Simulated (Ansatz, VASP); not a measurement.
One calculation of Ge, two programs

Contents of INCAR:

```
ALGO     = Normal         # electronic algorithm
EDIFF    = 1E-7           # SCF threshold, eV
ENCUT    = 520            # plane-wave cutoff, eV
GGA      = CA             # functional
ISIF     = 2              # what is computed and relaxed
ISMEAR   = 0              # smearing method
LASPH    = True           # aspherical terms in the spheres
LCHARG   = True           # write CHGCAR
LELF     = True           # ELF
LREAL    = False          # projectors in reciprocal space
LVHAR    = True         
LWAVE    = False          # write WAVECAR
NBANDS   = 21             # bands
NELM     = 100            # most SCF steps
PREC     = Accurate       # precision mode
SIGMA    = 0.15           # smearing width, eV
```

Contents of KPOINTS:

```
k-points
0
Gamma
  14 14 14
```

The input POSCAR:

```
Ge
1.0
   -0.0375256690      2.8109115346      2.7358601966
    2.8109115346     -0.0375256690      2.7358601966
    2.7733858656      2.7733858656      0.0000000000
Ge
2
Direct
    0.5000000000      0.5000000000      0.5000000000
    0.7500000000      0.7500000000      0.7500000000
```

Input for Ansatz:

```yaml
crystal:
  lattice:
    - [-0.037525669, 2.8109115346, 2.7358601966]
    - [2.8109115346, -0.037525669, 2.7358601966]
    - [2.7733858656, 2.7733858656, 0.0]
  atoms:
    - { symbol: Ge, position: [0.5, 0.5, 0.5] }
    - { symbol: Ge, position: [0.75, 0.75, 0.75] }
basis:
  ecutwfc: 420
kpoints:
  mp_grid: { grid: [14, 14, 14] }
hamiltonian:
  xc: lda
scf:
  occupations: { method: gaussian, width: 0.15 }
output:
  forces: true
  stress: true
  eigenvalues: true
```

Change from the starting cell: engineering shear strain xy -0.0267, normal strain along z -0.0267.

Alike in both runs: task single point; functional LDA; k mesh 14 × 14 × 14; occupations gaussian, width 0.15 eV; no spin polarisation.

|  | VASP | Ansatz |
| --- | --- | --- |
| version | VASP 6.6.1 | Ansatz 0.2.0 |
| potentials or method | VASP PAW LDA potentials, release 64 (Ge_d), cutoff 520 eV | scalar-relativistic, plane waves, PAW |
| valence electrons in the cell | 28 | 28 |

Ansatz gave:

```
gap on the k mesh at the Fermi level (eV)                     : none
pressure (GPa)                                                : 2.2
traceless stress, the component that is largest in VASP (GPa) : 2.46
rms of the force components (eV/Å)                            : 0.152
```

**Question.** Estimate VASP's values.

**Answer.** gap on the k mesh at the Fermi level (eV): none; pressure (GPa): 2.3; traceless stress, the component that is largest in VASP (GPa): 2.48; rms of the force components (eV/Å): 0.153.

LDA's correlation is that of Perdew and Zunger in VASP and of Perdew and Wang (1992) in Ansatz. Atom by atom the forces differ by 0.002 eV/Å (rms over components). A gap of «none» marks a metal or a gap that the smearing closes.
